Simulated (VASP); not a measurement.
**MoS2: electric field gradients with LDA**

MoS2:

```
CELL_PARAMETERS angstrom
1.61313 0.93134 6.12333
-1.61313 0.93134 6.12333
0.00000 -1.86268 6.12333
ATOMIC_POSITIONS crystal
Mo 0.00000 0.00000 0.00000
S 0.74840 0.74840 0.74840
S 0.58490 0.58490 0.58490
```

This cell differs from its parent crystal: equal xx and yy strain of +2 %.

```
Program                : VASP 6.6.1
Task                   : electric field gradients
Functional             : LDA
Potentials or basis    : VASP PAW LDA potentials, release 64 (Mo_sv, S)
Cutoff                 : 520 eV
k mesh                 : 15 × 15 × 15
Occupations            : fermi-dirac, width 0.05 eV
Spin                   : no spin polarisation
Dipole correction      : no
Further INCAR settings : ALGO = Normal; EDIFF = 1e-08; NBANDS = 20
```

| Item | Value |
| --- | --- |
| Pressure | -4.3 GPa |
| Largest force | 0.403 eV/Å |
| Band gap on the k mesh | 0.38 eV (least direct gap 1.46 eV) |
| Largest electric field gradient by atom | Mo -97.1; S -63.9, -62.5 V/Å² |

Forces on the atoms (eV/Å):
```
Mo   0.000  0.000 -0.003
S    0.000  0.000  0.403
S    0.000  0.000 -0.400
```

Stress tensor (GPa, compression positive):
```
-7.40  0.00  0.00
 0.00 -7.40  0.00
 0.00  0.00  2.05
```

Levels at points of the mesh, in eV from the valence-band top:
```tsv
k point	band 10	band 11	band 12	band 13	band 14	band 15	band 16	band 17
(0.00, 0.00, 0.00)	-2.75	-2.75	-1.21	-1.09	1.68	1.68	2.20	2.20
```

Electric field gradients, principal values (V/Å²):
```csv
atom,least,middle,greatest (by size)
1 Mo,48.557,48.557,-97.114
2 S,31.962,31.962,-63.924
3 S,31.241,31.241,-62.482
```

Wall time 29 min on 1 thread of Oxide Virtual Turin-like Processor (shared host), peak memory 0.47 GiB.

Caveat: the cell differs from its parent crystal (equal xx and yy strain of +2 %); the cell stands under tension; without QUAD_EFG the Cq values of the log hold for a quadrupole moment of 1 mb, not for the nuclei; an odd mesh through Γ misses points on the zone boundary, where band edges can lie.
